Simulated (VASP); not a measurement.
# P in VASP: single point with LDA

Aim: the single point of P with LDA.

All numbers are computed with VASP 6.6.1; they aren't measurements. Logs are shortened: lines on timing, memory, paths and dates and some standing lists are left out, and cuts for length are marked.

**1. The cell of the first run**

The cell holds a slab with vacuum, 4 atoms: a = 3.284 Å, b = 34.857 Å, c = 4.632 Å, α = 90.00°, β = 90.00°, γ = 90.00°.

**2. Single point, LDA**

The input, POSCAR:

```
P
1.0
    3.2837277200      0.0000000000      0.0000000000
    0.0000000000     34.8570309900      0.0000000000
    0.0000000000      0.0000000000      4.6320847100
P
4
Direct
    0.5000000000      0.9702614300      0.9078492800
    0.5000000000      0.0297385700      0.0921507200
    0.0000000000      0.0297385700      0.4078492800
    0.0000000000      0.9702614300      0.5921507200
```

The input, INCAR.step1:

```
ALGO = Normal
EDIFF = 1E-6
ENCUT = 520
ISIF = 2
ISMEAR = -1
LASPH = T
LCHARG = T
LREAL = F
LWAVE = F
NBANDS = 18
NELM = 60
PREC = Accurate
SIGMA = 0.05
```

The input, KPOINTS.step1:

```
k-points
0
Gamma
  5 1 4
```

The input, INCAR.step2:

```
ALGO = Normal
EDIFF = 1E-6
ENCUT = 520
ICHARG = 11
ISIF = 2
ISMEAR = 0
LASPH = T
LCHARG = F
LORBIT = 11
LREAL = F
LWAVE = F
NEDOS = 2001
NELM = 60
PREC = Accurate
SIGMA = 0.05
```

The input, KPOINTS.step2:

```
k-points
0
Gamma
  8 1 6
```

Potentials or basis: VASP PAW LDA potentials, release 64 (P).

On the command line:

```
cat potpaw_LDA.64/P/POTCAR > POTCAR
cp INCAR.step1 INCAR
cp KPOINTS.step1 KPOINTS
mpirun -np 1 vasp_std > vasp.out
cp INCAR.step2 INCAR
cp KPOINTS.step2 KPOINTS
mpirun -np 1 vasp_std > vasp.out
```

OUTCAR:

```text
EDIFF = 1E-6
   ENCUT = 520
   ICHARG = 11
   ISIF = 2
   ISMEAR = 0
   LASPH = T
   LORBIT = 11
   LREAL = F
   NELM = 60
   PREC = Accurate

 ion  position               nearest neighbor table
   1  0.500  0.970  0.908-   4 2.20   4 2.20   2 2.24
   2  0.500  0.030  0.092-   3 2.20   3 2.20   1 2.24
   3  0.000  0.030  0.408-   2 2.20   2 2.20   4 2.24
   4  0.000  0.970  0.592-   1 2.20   1 2.20   3 2.24

  LATTYP: Found a simple orthorhombic cell.
 ALAT       =     3.2837277200
 B/A-ratio  =     1.4106177811
 C/A-ratio  =    10.6150795566

  Lattice vectors:

 A1 = (  -3.2837277200,   0.0000000000,   0.0000000000)
 A2 = (   0.0000000000,   0.0000000000,   4.6320847100)
 A3 = (   0.0000000000,  34.8570309900,   0.0000000000)

Analysis of symmetry for initial positions (statically):
=====================================================================
 Subroutine PRICEL returns:
 Original cell was already a primitive cell.

 Routine SETGRP: Setting up the symmetry group for a
 simple orthorhombic supercell.

 Subroutine GETGRP returns: Found  8 space group operations
 (whereof  4 operations were pure point group operations)
 out of a pool of  8 trial point group operations.

The static configuration has the point symmetry C_2h.
 The point group associated with its full space group is D_2h.

Analysis of symmetry for dynamics (positions and initial velocities):
=====================================================================
 Subroutine PRICEL returns:
 Original cell was already a primitive cell.

 Routine SETGRP: Setting up the symmetry group for a
 simple orthorhombic supercell.

 Subroutine GETGRP returns: Found  8 space group operations
 (whereof  4 operations were pure point group operations)
 out of a pool of  8 trial point group operations.

The dynamic configuration has the point symmetry C_2h.
 The point group associated with its full space group is D_2h.

 Subroutine INISYM returns: Found  8 space group operations
 (whereof  4 operations are pure point group operations),
 and found     1 'primitive' translations

----------------------------------------------------------------------------------------

                                     Primitive cell

  volume of cell :     530.1930

  direct lattice vectors                    reciprocal lattice vectors
     3.283727720  0.000000000  0.000000000     0.304531948  0.000000000  0.000000000
[... 106 lines left out ...]
  volume/ion in A,a.u.               =     132.55       894.48
  Fermi-wavevector in a.u.,A,eV,Ry     =   0.549044  1.037542  4.101461  0.301449
  Thomas-Fermi vector in A             =   1.580001
   LORBIT       =     11    0 simple, 1 ext, 2 COOP (PROOUT), +10 PAW based schemes
   GGA     = CA    functional components
   LHFCALC =     F    Hartree Fock is set to
   AEXX    =    0.0000 exact exchange contribution
   IVDW    =     0    specifies the selected vdW correction
   LEPSILON=     F    determine dielectric tensor
   LRPA    =     F    only Hartree local field effects (RPA)
 non-spin polarized calculation
 Gauss-broadening in eV      SIGMA  =   0.05
  energy-cutoff  :      520.00
  volume of cell :      530.19
 maximum number of plane-waves:     14344

 number of electron      20.0000001 magnetization

 Free energy of the ion-electron system (eV)
  ---------------------------------------------------
  ext. energy  EPLUGINS =         0.00000000
  ---------------------------------------------------
  free energy    TOTEN  =       -23.71213524 eV

  energy without entropy =      -23.71213524  energy(sigma->0) =      -23.71213524

 E-fermi :  -3.3737     XC(G=0):  -1.8018

 val. band max:       -3.5912137643   @ k =   0.0000   0.0000   0.0000
 cond. band min:      -2.7399188968   @ k =   0.0000   0.0000   0.0000
 fundamental gap:      0.8512948674
 Fermi energy:        -3.3736816707

 k-point     1 :       0.0000    0.0000    0.0000
  band No.  band energies     occupation
      1     -18.7149      2.00000
      2     -16.2274      2.00000
      3     -12.8585      2.00000
      4      -9.3947      2.00000
      5      -8.2400      2.00000
      6      -8.2216      2.00000
      7      -7.0655      2.00000
      8      -5.4786      2.00000
      9      -5.2826      2.00000
     10      -3.5912      2.00000
     11      -2.7399      0.00000
     12      -2.1394      0.00000
     13      -1.0504      0.00000
     14      -0.3312      0.00000
[... 309 lines left out ...]
      1     -15.5052      2.00000
      2     -15.5052      2.00000
      3     -13.5684      2.00000
      4     -13.5684      2.00000
      5      -8.6702      2.00000
      6      -8.6702      2.00000
      7      -8.1838      2.00000
      8      -8.1838      2.00000
      9      -4.6743      2.00000
     10      -4.6743      2.00000
     11      -1.3334      0.00000
     12      -1.3334      0.00000
     13       0.1252      0.00000
     14       0.1254      0.00000

------------------------ aborting loop because EDIFF is reached ----------------------------------------

  FORCE on cell =-STRESS in cart. coord.  units (eV):
  Direction    XX          YY          ZZ          XY          YZ          ZX
  --------------------------------------------------------------------------------------
  -------------------------------------------------------------------------------------
  Total       -1.5219937     -0.3684448     -1.0943429      0.0000000      0.0000000      0.0000000
  in kB       -4.5992753     -1.1133943     -3.3069679      0.0000000      0.0000000      0.0000000
  external PRESSURE =      -3.0065458 kB  Pullay stress =       0.0000000 kB

 VOLUME and BASIS-vectors are now :
 -----------------------------------------------------------------------------
  energy-cutoff  :      520.00
  volume of cell :      530.19
      direct lattice vectors                 reciprocal lattice vectors
     3.283727720  0.000000000  0.000000000     0.304531948  0.000000000  0.000000000
     0.000000000 34.857030990  0.000000000     0.000000000  0.028688617  0.000000000
     0.000000000  0.000000000  4.632084710     0.000000000  0.000000000  0.215885516

 POSITION                                       TOTAL-FORCE (eV/Angst)
 -----------------------------------------------------------------------------------
      1.64186     33.82043      4.20523         0.000000      0.061717      0.136679
      1.64186      1.03660      0.42685         0.000000     -0.061717     -0.136679
      0.00000      1.03660      1.88919         0.000000     -0.061717      0.136679
      0.00000     33.82043      2.74289         0.000000      0.061717     -0.136679
 -----------------------------------------------------------------------------------
    total drift:                               -0.000000      0.000000     -0.000000

  FREE ENERGIE OF THE ION-ELECTRON SYSTEM (eV)
  ---------------------------------------------------
  free  energy   TOTEN  =       -23.7121352375 eV

  energy  without entropy=      -23.7121352375  energy(sigma->0) =      -23.71213524

 total charge

# of ion       s       p       d       tot
------------------------------------------
    1        1.079   1.398   0.000   2.477
    2        1.079   1.398   0.000   2.477
    3        1.079   1.398   0.000   2.477
    4        1.079   1.398   0.000   2.477
--------------------------------------------------
tot          4.316   5.592   0.000   9.908
```

OUTCAR.step1:

```text
EDIFF = 1E-6
   ENCUT = 520
   ISIF = 2
   ISMEAR = -1
   LASPH = T
[... 401 lines left out ...]
      1.64186     33.82043      4.20523        -0.000000      0.101390      0.138310
      1.64186      1.03660      0.42685        -0.000000     -0.101390     -0.138310
      0.00000      1.03660      1.88919         0.000000     -0.101390      0.138310
      0.00000     33.82043      2.74289        -0.000000      0.101390     -0.138310
 -----------------------------------------------------------------------------------
    total drift:                               -0.000000      0.000000     -0.000000

  FREE ENERGIE OF THE ION-ELECTRON SYSTEM (eV)
  ---------------------------------------------------
  free  energy   TOTEN  =       -23.6748577747 eV

  energy  without entropy=      -23.6748381511  energy(sigma->0) =      -23.67484796
```

OSZICAR.step1:

```text
N       E                     dE             d eps       ncg     rms          rms(c)
DAV:   1     0.135693080064E+03    0.13569E+03   -0.54870E+03   324   0.718E+02
DAV:   2    -0.518682219481E+01   -0.14088E+03   -0.12980E+03   540   0.132E+02
DAV:   3    -0.235473923003E+02   -0.18361E+02   -0.18170E+02   428   0.571E+01
[... 13 lines left out ...]
DAV:  17    -0.236748168711E+02   -0.23496E-04   -0.53063E-07   360   0.277E-03    0.162E-03
DAV:  18    -0.236748411816E+02   -0.24310E-04   -0.49192E-07   352   0.216E-03    0.259E-03
DAV:  19    -0.236748502280E+02   -0.90464E-05   -0.18213E-07   352   0.117E-03    0.211E-03
DAV:  20    -0.236748570614E+02   -0.68334E-05   -0.17215E-07   336   0.122E-03    0.197E-03
DAV:  21    -0.236748577747E+02   -0.71332E-06   -0.91635E-09   348   0.420E-04
   1 F= -.23674858E+02 E0= -.23674848E+02  d E =-.196236E-04
```

Wall time 6.2 min (1 thread of Intel Xeon 8259CL, shared host); peak memory 0.4 GiB.

Results:

| Item | Value |
| --- | --- |
| Valence electrons inside the program's atomic spheres | P 2.48 |

Caveat: there is no dipole correction, which matters where the two faces differ.
